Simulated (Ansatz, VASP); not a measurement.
Two plane-wave programs on Al8H

The input INCAR:

```
PREC = Accurate
ENCUT = 520
EDIFF = 1E-6
ISMEAR = 0
SIGMA = 0.1
LREAL = Auto
LASPH = True
NELM = 80
ALGO = Normal
ISIF = 2
LWAVE = False
LCHARG = False
LDIPOL = True
IDIPOL = 3
DIPOL = 0.5 0.5 0.295
GGA = PE
NBANDS = 40
```

The input KPOINTS:

```
regular mesh
0
Gamma
  5 4 1
```

The input POSCAR:

```
Al8H
1.0
    5.7135165837      0.0000000000      0.0000000000
    0.0000000000      8.0801326415      0.0000000000
    0.0000000000      0.0000000000     22.2432786975
Al H
16 2
Direct
    0.2500000000      0.2500000000      0.1798296040
    0.2500000000      0.7500000000      0.1798296040
    0.7500000000      0.2500000000      0.1798296040
    0.7500000000      0.7500000000      0.1798296040
    0.0000000000      0.0000000000      0.2440458181
    0.0000000000      0.5000000000      0.2440458181
    0.5000000000      0.0000000000      0.2440458181
    0.5000000000      0.5000000000      0.2440458181
    0.2500000000      0.2500000000      0.3102598702
    0.2500000000      0.7500000000      0.3102598702
    0.7500000000      0.2500000000      0.3102598702
    0.7500000000      0.7500000000      0.3102598702
    0.0000000000      0.0000000000      0.3705963860
    0.0000000000      0.5000000000      0.3705963860
    0.5000000000      0.0000000000      0.3705963860
    0.5000000000      0.5000000000      0.3705963860
    0.2500000000      0.0860175434      0.4483726897
    0.2500000000      0.4139824566      0.4483726897
```

Input for Ansatz:

```yaml
crystal:
  lattice:
    - [5.7135165837, 0.0, 0.0]
    - [0.0, 8.0801326415, 0.0]
    - [0.0, 0.0, 22.2432786975]
  atoms:
    - { symbol: Al, position: [0.25, 0.25, 0.179829604] }
    - { symbol: Al, position: [0.25, 0.75, 0.179829604] }
    - { symbol: Al, position: [0.75, 0.25, 0.179829604] }
    - { symbol: Al, position: [0.75, 0.75, 0.179829604] }
    - { symbol: Al, position: [0.0, 0.0, 0.2440458181] }
    - { symbol: Al, position: [0.0, 0.5, 0.2440458181] }
    - { symbol: Al, position: [0.5, 0.0, 0.2440458181] }
    - { symbol: Al, position: [0.5, 0.5, 0.2440458181] }
    - { symbol: Al, position: [0.25, 0.25, 0.3102598702] }
    - { symbol: Al, position: [0.25, 0.75, 0.3102598702] }
    - { symbol: Al, position: [0.75, 0.25, 0.3102598702] }
    - { symbol: Al, position: [0.75, 0.75, 0.3102598702] }
    - { symbol: Al, position: [0.0, 0.0, 0.370596386] }
    - { symbol: Al, position: [0.0, 0.5, 0.370596386] }
    - { symbol: Al, position: [0.5, 0.0, 0.370596386] }
    - { symbol: Al, position: [0.5, 0.5, 0.370596386] }
    - { symbol: H, position: [0.25, 0.0860175434, 0.4483726897] }
    - { symbol: H, position: [0.25, 0.4139824566, 0.4483726897] }
basis:
  ecutwfc: 420
kpoints:
  mp_grid: { grid: [5, 4, 1] }
hamiltonian:
  xc: pbe
  pseudopotentials: { kind: paw, azcp: { folder: soft_1 } }
scf:
  occupations: { method: gaussian, width: 0.1 }
output:
  forces: true
  eigenvalues: true
efield:
  axis: 3
  dipole_correction: true
  ramp_width: 0.04
```

Alike in both runs: task single point; functional PBE; k mesh 5 × 4 × 1; occupations gaussian, width 0.1 eV; no spin polarisation.

```csv
,VASP,Ansatz
version,VASP 6.6.1,Ansatz 0.2.0
potentials or method,"VASP PAW PBE potentials, release 64 (Al, H), cutoff 520 eV","scalar-relativistic, plane waves, PAW"
valence electrons in the cell,50,50
```

|  | VASP | Ansatz | Ansatz less VASP |
| --- | --- | --- | --- |
| gap on the k mesh at the Fermi level (eV) | none | none | - |
| rms of the force components (eV/Å) | 0.388 | 0.388 | -0.0005 |

Atom by atom the forces differ by 0.001 eV/Å (rms over components). A gap of «none» marks a metal or a gap that the smearing closes.
